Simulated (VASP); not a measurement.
# MgS5 (P6/mmm) in VASP: further runs

Runs on MgS5. Level: PBE. Tasks: single point.

Everything below comes from runs of VASP 6.6.1. Logs are shortened: lines on timing, memory, paths and dates and some standing lists are left out, and cuts for length are marked.

## (1) The cell of the first run

It takes space group P6/mmm (No. 191, hexagonal). Conventional cell: a = 5.617 Å, b = 5.617 Å, c = 4.084 Å, α = 90.00°, β = 90.00°, γ = 120.00°. Within 4.3 Å of Mg (site symmetry 6/mmm) lie 18 S at 3.24 to 3.47 Å and 2 Mg at 4.08 Å. Within 3.4 Å of S (site symmetry mmm) lie 8 S at 2.61 to 2.81 Å. Within 3.4 Å of S (site symmetry -6m2) lie 9 S at 2.61 to 3.24 Å and 3 Mg at 3.24 Å.

## (2) Single point, PBE

The input, INCAR:

```
PREC = Accurate
ENCUT = 520
EDIFF = 1E-6
ISMEAR = 0
SIGMA = 0.1
LREAL = F
LASPH = T
NELM = 60
ALGO = Normal
ISIF = 2
LWAVE = F
LCHARG = F
GGA = PE
NBANDS = 25
```

The input, KPOINTS:

```
Automatic mesh
0
Gamma
  3 3 4
```

The input, POSCAR:

```
MgS5
1.0
    5.6170294101      0.0000000028      0.0000000000
   -2.8085147075      4.8644901616      0.0000000000
    0.0000000000      0.0000000000      4.0844830020
Mg S
1 5
Direct
    0.0000000000      0.0000000000      0.0000000000
    0.5000000000      0.0000000000      0.5000000000
    0.5000000000      0.5000000000      0.5000000000
    0.0000000000      0.5000000000      0.5000000000
    0.3333333333      0.6666666667      0.0000000000
    0.6666666667      0.3333333333      0.0000000000
```

Potentials or basis: VASP PAW PBE potentials, release 64 (Mg, S).

Command:

```sh
$ cat potpaw_PBE.64/Mg/POTCAR potpaw_PBE.64/S/POTCAR > POTCAR
$ mpirun -np 1 vasp_std > vasp.out
```

OUTCAR:

```text
PREC = Accurate
   ENCUT = 520
   EDIFF = 1E-6
   ISMEAR = 0
   LREAL = F
   LASPH = T
   NELM = 60
   ISIF = 2
   GGA = PE

 ion  position               nearest neighbor table
   1  0.000  0.000  0.000-
   2  0.500  0.000  0.500-   5 2.61   6 2.61   5 2.61   6 2.61
   3  0.500  0.500  0.500-   5 2.61   6 2.61   5 2.61   6 2.61
   4  0.000  0.500  0.500-   5 2.61   6 2.61   5 2.61   6 2.61
   5  0.333  0.667  0.000-   4 2.61   4 2.61   2 2.61   2 2.61   3 2.61   3 2.61
   6  0.667  0.333  0.000-   4 2.61   4 2.61   2 2.61   2 2.61   3 2.61   3 2.61

  LATTYP: Found a hexagonal cell.
 ALAT       =     5.6170294101
 C/A-ratio  =     0.7271606936

  Lattice vectors:

 A1 = (   5.6170294101,   0.0000000028,   0.0000000000)
 A2 = (  -2.8085147075,   4.8644901616,   0.0000000000)
 A3 = (   0.0000000000,   0.0000000000,   4.0844830020)

Analysis of symmetry for initial positions (statically):
=====================================================================
 Subroutine PRICEL returns:
 Original cell was already a primitive cell.

 Routine SETGRP: Setting up the symmetry group for a
 hexagonal supercell.

 Subroutine GETGRP returns: Found 24 space group operations
 (whereof 24 operations were pure point group operations)
 out of a pool of 24 trial point group operations.

The static configuration has the point symmetry D_6h.

Analysis of symmetry for dynamics (positions and initial velocities):
=====================================================================
 Subroutine PRICEL returns:
 Original cell was already a primitive cell.

 Routine SETGRP: Setting up the symmetry group for a
 hexagonal supercell.

 Subroutine GETGRP returns: Found 24 space group operations
 (whereof 24 operations were pure point group operations)
 out of a pool of 24 trial point group operations.

The dynamic configuration has the point symmetry D_6h.

 Subroutine INISYM returns: Found 24 space group operations
 (whereof 24 operations are pure point group operations),
 and found     1 'primitive' translations

----------------------------------------------------------------------------------------

                                     Primitive cell

  volume of cell :     111.6043

  direct lattice vectors                    reciprocal lattice vectors
     5.617029410  0.000000003  0.000000000     0.178030045  0.102785695  0.000000000
    -2.808514708  4.864490162  0.000000000    -0.000000000  0.205571389  0.000000000
     0.000000000  0.000000000  4.084483002     0.000000000  0.000000000  0.244829027

  length of vectors
     5.617029410  5.617029410  4.084483002     0.205571389  0.205571389  0.244829027

  position of ions in fractional coordinates (direct lattice)
     0.000000000  0.000000000  0.000000000
     0.500000000  0.000000000  0.500000000
     0.500000000  0.500000000  0.500000000
     0.000000000  0.500000000  0.500000000
     0.333333333  0.666666667  0.000000000
     0.666666667  0.333333333  0.000000000

  ion indices of the primitive-cell ions
   primitive index   ion index
                 1           1
                 2           2
                 3           3
                 4           4
                 5           5
                 6           6

----------------------------------------------------------------------------------------

 KPOINTS: Automatic mesh

Automatic generation of k-mesh.
 Grid dimensions read from file:
 generate k-points for:    3    3    4

 Generating k-lattice:

  Cartesian coordinates                     Fractional coordinates (reciprocal lattice)
     0.059343348  0.034261898  0.000000000     0.333333333  0.000000000  0.000000000
    -0.000000000  0.068523796  0.000000000     0.000000000  0.333333333  0.000000000
     0.000000000  0.000000000  0.061207257     0.000000000  0.000000000  0.250000000

  Length of vectors
     0.068523796  0.068523796  0.061207257

  Shift w.r.t. Gamma in fractional coordinates (k-lattice)
     0.000000000  0.000000000  0.000000000

 Subroutine IBZKPT returns following result:
 ===========================================

 Found      9 irreducible k-points:

 Following reciprocal coordinates:
            Coordinates               Weight
  0.000000  0.000000  0.000000      1.000000
  0.333333  0.000000  0.000000      6.000000
  0.333333  0.333333  0.000000      2.000000
  0.000000  0.000000  0.250000      2.000000
  0.333333  0.000000  0.250000     12.000000
  0.333333  0.333333  0.250000      4.000000
  0.000000  0.000000  0.500000      1.000000
  0.333333  0.000000  0.500000      6.000000
  0.333333  0.333333  0.500000      2.000000
   k-points           NKPTS =      9   k-points in BZ     NKDIM =      9   number of bands    NBANDS=     25
   number of dos      NEDOS =    301   number of ions     NIONS =      6
   total plane-waves  NPLWV =  52920
   dimension x,y,z NGX =    42 NGY =   42 NGZ =   30
   dimension x,y,z NGXF=    84 NGYF=   84 NGZF=   60
   ions per type =               1   5
   NGX,Y,Z   is equivalent  to a cutoff of  12.43, 12.43, 12.21 a.u.
   NGXF,Y,Z  is equivalent  to a cutoff of  24.86, 24.86, 24.42 a.u.
 SYSTEM =  unknown system
   PREC   = accura    normal or accurate (medium, high low for compatibility)
   ISTART =      0    job   : 0-new  1-cont  2-samecut
   ICHARG =      2    charge: 1-file 2-atom 10-const
   ISPIN  =      1    spin polarized calculation?
   LNONCOLLINEAR =      F non collinear calculations
   LSORBIT =      F    spin-orbit coupling
   LASPH  =      T    aspherical Exc in radial PAW
   ENCUT  =  520.0 eV  38.22 Ry    6.18 a.u.  10.44 10.44  7.59*2*pi/ulx,y,z
   NELM   =     60;   NELMIN=  2; NELMDL= -5     # of ELM steps
   EDIFF  = 0.1E-05   stopping-criterion for ELM
   LREAL  =      F    real-space projection
   EDIFFG = 0.1E-04   stopping-criterion for IOM
   NSW    =      0    number of steps for IOM
   IBRION =     -1    ionic relax: 0-MD 1-quasi-New 2-CG
   NFREE  =      0    steps in history (QN), initial steepest desc. (CG)
   ISIF   =      2    stress and relaxation
   ISYM   =      2    0-nonsym 1-usesym 2-fastsym
   POTIM  = 0.5000    time-step for ionic-motion
   TEBEG  =    0.0;   TEEND  =   0.0 temperature during run
   PSTRESS=    0.0 pullay stress
   NELECT =      32.0000    total number of electrons
   NUPDOWN=      -1.0000    fix difference up-down
   EMIN   =  10.00;   EMAX   =-10.00  energy-range for DOS
   EFERMI =   0.00;   METHOD = LEGACY
   ISMEAR =     0;   SIGMA  =   0.10  broadening in eV -4-tet -1-fermi 0-gaus
   EFERMI_NEDOS =   21; number of points for ismear=-14 and -15
   IALGO  =     38    algorithm
   IMIX   =      4    mixing-type and parameters
     AMIX     =   0.40;   BMIX     =  1.00
     AMIX_MAG =   1.60;   BMIX_MAG =  1.00
  volume/ion in A,a.u.               =      18.60       125.52
  Fermi-wavevector in a.u.,A,eV,Ry     =   1.079521  2.039999 15.855763  1.165366
  Thomas-Fermi vector in A             =   2.215488
   LORBIT       =      0    0 simple, 1 ext, 2 COOP (PROOUT), +10 PAW based schemes
   GGA     = PE    functional components
   LHFCALC =     F    Hartree Fock is set to
   AEXX    =    0.0000 exact exchange contribution
   IVDW    =     0    specifies the selected vdW correction
   LEPSILON=     F    determine dielectric tensor
   LRPA    =     F    only Hartree local field effects (RPA)
 non-spin polarized calculation
 Gauss-broadening in eV      SIGMA  =   0.10
  energy-cutoff  :      520.00
  volume of cell :      111.60
 maximum number of plane-waves:      3016
 NGX is ok and might be reduce to    42
   NGX = 21   NGY = 21   NGZ = 15

 number of electron      32.0000002 magnetization

 Free energy of the ion-electron system (eV)
  ---------------------------------------------------
  ext. energy  EPLUGINS =         0.00000000
  ---------------------------------------------------
  free energy    TOTEN  =       -18.06995392 eV

  energy without entropy =      -18.04476410  energy(sigma->0) =      -18.05735901

 E-fermi :   5.8159     XC(G=0):  -9.9723

 val. band max:        5.8136153522   @ k =   0.3333   0.0000   0.0000
 cond. band min:       5.8785323797   @ k =   0.3333   0.3333   0.2500
 fundamental gap:      0.0649170276
 Fermi energy:         5.8158977563

 k-point     1 :       0.0000    0.0000    0.0000
  band No.  band energies     occupation
      1     -10.7221      2.00000
      2      -7.2938      2.00000
      3      -6.5417      2.00000
      4      -6.5417      2.00000
      5      -4.6203      2.00000
      6      -1.0465      2.00000
[... 17 lines left out ...]
     24      11.7008      0.00000
     25      12.2625      0.00000

 k-point     2 :       0.3333    0.0000    0.0000
  band No.  band energies     occupation
      1     -10.3159      2.00000
      2      -8.7493      2.00000
      3      -6.6131      2.00000
      4      -5.3032      2.00000
      5      -4.5936      2.00000
      6      -0.6473      2.00000
[... 17 lines left out ...]
     24      11.7095      0.00000
     25      12.8133      0.00000

 k-point     3 :       0.3333    0.3333    0.0000
  band No.  band energies     occupation
      1      -9.6560      2.00000
      2      -9.6560      2.00000
      3      -6.7148      2.00000
      4      -4.7335      2.00000
      5      -4.7335      2.00000
      6       0.0111      2.00000
[... 132 lines left out ...]
 k-point     8 :       0.3333    0.0000    0.5000
  band No.  band energies     occupation
      1      -8.7872      2.00000
      2      -8.0321      2.00000
      3      -7.2224      2.00000
      4      -7.0781      2.00000
      5      -6.1971      2.00000
      6      -1.1190      2.00000
[... 17 lines left out ...]
     24      10.6590      0.00000
     25      13.3620      0.00000

 k-point     9 :       0.3333    0.3333    0.5000
  band No.  band energies     occupation
      1      -8.1104      2.00000
      2      -8.1104      2.00000
      3      -7.5917      2.00000
      4      -7.5917      2.00000
      5      -6.2740      2.00000
      6      -0.8466      2.00000
[... 17 lines left out ...]
     24      11.0747      0.00000
     25      12.9983      0.00000

------------------------ aborting loop because EDIFF is reached ----------------------------------------

  FORCE on cell =-STRESS in cart. coord.  units (eV):
  Direction    XX          YY          ZZ          XY          YZ          ZX
  --------------------------------------------------------------------------------------
  -------------------------------------------------------------------------------------
  Total        0.0979844      0.0979844     -0.2754464     -0.0000000      0.0000000      0.0000000
  in kB        1.4066508      1.4066508     -3.9542722     -0.0000000      0.0000000      0.0000000
  external PRESSURE =      -0.3803235 kB  Pullay stress =       0.0000000 kB

 VOLUME and BASIS-vectors are now :
 -----------------------------------------------------------------------------
  energy-cutoff  :      520.00
  volume of cell :      111.60
      direct lattice vectors                 reciprocal lattice vectors
     5.617029410  0.000000003  0.000000000     0.178030045  0.102785695  0.000000000
    -2.808514708  4.864490162  0.000000000    -0.000000000  0.205571389  0.000000000
     0.000000000  0.000000000  4.084483002     0.000000000  0.000000000  0.244829027

 POSITION                                       TOTAL-FORCE (eV/Angst)
 -----------------------------------------------------------------------------------
      0.00000      0.00000      0.00000        -0.000000      0.000000      0.000000
      2.80851      0.00000      2.04224        -0.000000      0.000000      0.000000
      1.40426      2.43225      2.04224        -0.000000      0.000000      0.000000
     -1.40426      2.43225      2.04224        -0.000000      0.000000      0.000000
     -0.00000      3.24299      0.00000         0.000000      0.000000      0.000000
      2.80851      1.62150      0.00000        -0.000000     -0.000000     -0.000000
 -----------------------------------------------------------------------------------
    total drift:                               -0.000000     -0.000000      0.000000

  FREE ENERGIE OF THE ION-ELECTRON SYSTEM (eV)
  ---------------------------------------------------
  free  energy   TOTEN  =       -18.0699539194 eV

  energy  without entropy=      -18.0447641011  energy(sigma->0) =      -18.05735901
```

It took 46 s on 1 thread of AMD EPYC 7R13, shared host; peak memory 0.18 GiB.

What came out:

| Item | Value |
| --- | --- |
| Free energy | -18.0700 eV |
| Pressure | 0.0 GPa |
| Band gap on the k mesh | zero (band 16 reaches 6.91 eV, above the bottom of band 17 at 5.14 eV) |

Caveat: the k points lie up to 0.43 Å⁻¹ apart.

(Part 1 of 2 ends here.)
